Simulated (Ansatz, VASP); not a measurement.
## Two plane-wave programs on AlGa2P3

```
CELL_PARAMETERS angstrom
-1.94842 1.94842 8.24411
1.94842 -1.94842 8.24411
1.94842 1.94842 -8.24411
ATOMIC_POSITIONS crystal
Al 0.50000 0.50000 0.00000
Ga 0.83332 0.83332 0.00000
Ga 0.16668 0.16668 0.00000
P 0.41703 0.91703 0.50000
P 0.08297 0.58297 0.50000
P 0.75000 0.25000 0.50000
```

Alike in both runs: functional PBE; k mesh 6 × 6 × 6; occupations gaussian, width 0.1 eV; no spin polarisation.

Ansatz relaxed the structure, and its values are those at the end. VASP's run is a single point on that final structure, the one shown.

|  | VASP | Ansatz |
| --- | --- | --- |
| version | VASP 6.6.1 | Ansatz 0.2.0 |
| potentials or method | VASP PAW PBE potentials, release 64 (Al, Ga_d, P), cutoff 520 eV | scalar-relativistic, plane waves, PAW |
| valence electrons in the cell | 44 | 44 |

VASP gave:

* gap on the k mesh at the Fermi level (eV): 1.67
* least direct gap on the mesh (eV): 1.78
* pressure (GPa): 0.0

**Question.** Which values does Ansatz return?

**Answer.** gap on the k mesh at the Fermi level (eV): 1.68; least direct gap on the mesh (eV): 1.78; pressure (GPa): 0.1.
